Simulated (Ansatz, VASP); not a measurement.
**PbS in VASP and in Ansatz**

```
CELL_PARAMETERS angstrom
0.00000 2.97485 2.97485
2.97485 0.00000 2.97485
2.97485 2.97485 0.00000
ATOMIC_POSITIONS crystal
Pb 0.00000 0.00000 0.00000
S 0.50000 0.50000 0.50000
```

Change from the starting cell: volume scaled by 1.01.

Alike in both runs: task single point; functional LDA; k mesh 7 × 7 × 7; occupations fermi-dirac, width 0.01 eV; no spin polarisation.

|  | VASP | Ansatz |
| --- | --- | --- |
| version | VASP 6.6.1 | Ansatz 0.2.0 |
| potentials or method | VASP PAW LDA potentials, release 64 (Pb_d, S), cutoff 520 eV | all-electron LAPW, scalar-relativistic |

```tsv
	VASP	Ansatz	Ansatz less VASP
pressure (GPa)	-3.1	-3.1	-0.02
```

LDA's correlation is that of Perdew and Zunger in VASP and of Perdew and Wang (1992) in Ansatz. Ansatz ran all-electron here, and VASP with PAW potentials.

Spin-orbit coupling is off throughout.
